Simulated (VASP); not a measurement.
C:

```
C
1.0
     2.14141   -1.23642    0.00000
     2.14141    1.23642    0.00000
    -1.38820    0.00000    3.52603
C
2
Direct
  0.16664 0.16664 0.99991
  0.83336 0.83336 0.00009
```

Base run:

- Program: VASP 6.6.1
- Functional: PBEsol
- Potentials or basis: VASP PAW PBE potentials, release 64 (C)
- Cutoff: 520 eV
- k mesh: 13 × 13 × 8
- Occupations: fermi-dirac, width 0.05 eV
- Spin: no spin polarisation

Its results: band gap on the k mesh 0.91 eV, indirect (least direct gap 0.92 eV); pressure -3.7 GPa; largest force 0.005 eV/Å.

Problem. The run is repeated on the same cell with these changes: functional from PBEsol to r2SCAN. What comes out?

Solution. Band gap on the k mesh 0.98 eV, indirect (least direct gap 0.99 eV); pressure -4.8 GPa; largest force 0.011 eV/Å.

Caveats: the PAW data sets were made with another functional, which shifts forces and pressure a little; this functional lacks dispersion, which binds the layers, so the pressure and a relaxed spacing across them are unreliable (some runs).

A k mesh can miss the band edges.
